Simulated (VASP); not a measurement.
Wanted: the native input for a VASP 6.6.1 run.

```yaml
Task: single point
Functional: r2SCAN
Dispersion: rVV10
Potentials_or_basis: VASP PAW PBE potentials, release 64 (Ga_d, Sb_d_GW)
Cutoff: 550 eV
k_mesh: 8 × 8 × 8
Occupations: fermi-dirac, width 0.03 eV
Spin: no spin polarisation
Dipole_correction: no
Further_INCAR_settings: ALGO = Normal; EDIFF = 1e-06; NBANDS = 21
```

GaSb:

```
CELL_PARAMETERS angstrom
0.00000 3.05193 3.05193
3.05193 0.00000 3.05193
3.05193 3.05193 0.00000
ATOMIC_POSITIONS crystal
Ga 0.00000 0.00000 0.00000
Sb 0.25000 0.25000 0.25000
```

One way to write it, as run:

POSCAR

```
GaSb
1.0
    0.0000000000      3.0519251311      3.0519251311
    3.0519251311      0.0000000000      3.0519251311
    3.0519251311      3.0519251311      0.0000000000
Ga Sb
1 1
Direct
    0.0000000000      0.0000000000      0.0000000000
    0.2500000000      0.2500000000      0.2500000000
```

INCAR.step1

```
SYSTEM = GaSb
PREC = Accurate ; ENCUT = 550
ISMEAR = -1 ; SIGMA = 0.03
LREAL = .False. ; LASPH = .True.
NELM = 120 ; NBANDS = 21
GGA = PE ; ALGO = Normal
EDIFF = 1E-5 ; LWAVE = .True.
LCHARG = .False. ; GGA_COMPAT = .False.
```

INCAR.step2

```
SYSTEM = GaSb
PREC = Accurate ; ENCUT = 550
EDIFF = 1E-6 ; ISMEAR = -1
SIGMA = 0.03 ; LREAL = .False.
LASPH = .True. ; NELM = 120
ALGO = Normal ; ISIF = 2
LWAVE = .False. ; LCHARG = .False.
METAGGA = R2SCAN ; LMIXTAU = .True.
LUSE_VDW = .True. ; IVDW_NL = 2
BPARAM = 11.95 ; CPARAM = 0.0093
NBANDS = 21 ; ISTART = 1
GGA_COMPAT = .False.
```

KPOINTS

```
Automatic mesh
0
Gamma
  8 8 8
  0 0 0
```

Potentials or basis: VASP PAW PBE potentials, release 64 (Ga_d, Sb_d_GW).

Command:

```bash
$ cat potpaw_PBE.64/Ga_d/POTCAR potpaw_PBE.64/Sb_d_GW/POTCAR > POTCAR
$ cp INCAR.step1 INCAR
$ mpirun -np 1 vasp_std > vasp.out
$ cp INCAR.step2 INCAR
$ mpirun -np 1 vasp_std > vasp.out
```

Results of the run:

| Item | Value |
| --- | --- |
| Pressure | 0.0 GPa |
| Band gap on the k mesh | 0.50 eV |

Caveat: semilocal functionals underestimate gaps, and a narrow one can read as zero; the PAW data sets were made with another functional, which shifts forces and pressure a little; spin-orbit coupling is left out, which moves the levels of the heavy elements.

It took 6.6 min on 1 thread of Intel(R) Xeon(R) Platinum 8375C CPU @ 2.90GHz (Ice Lake), on a shared host, peak memory 0.42 GiB.
